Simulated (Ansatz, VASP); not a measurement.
## Two plane-wave programs on AlN

```
CELL_PARAMETERS angstrom
0.00000 2.03518 2.03518
2.03518 0.00000 2.03518
2.03518 2.03518 0.00000
ATOMIC_POSITIONS crystal
Al 0.00000 0.00000 0.00000
N 0.50000 0.50000 0.50000
```

Alike in both runs: functional PBE; k mesh 10 × 10 × 10; occupations gaussian, width 0.02 eV; no spin polarisation.

Ansatz relaxed the structure, and its values are those at the end. VASP's run is a single point on that final structure, the one shown.

```csv
,VASP,Ansatz
version,VASP 6.6.1,Ansatz 0.2.0
potentials or method,"VASP PAW PBE potentials, release 64 (Al, N), cutoff 520 eV","scalar-relativistic, plane waves, PAW"
valence electrons in the cell,8,8
```

```csv
,VASP,Ansatz,Ansatz less VASP
gap on the k mesh at the Fermi level (eV),4.41,4.44,+0.022
least direct gap on the mesh (eV),5.39,5.38,-0.010
pressure (GPa),-0.2,0.0,+0.27
```

The functional is the same, so the differences come from potentials, cutoffs and numerics.
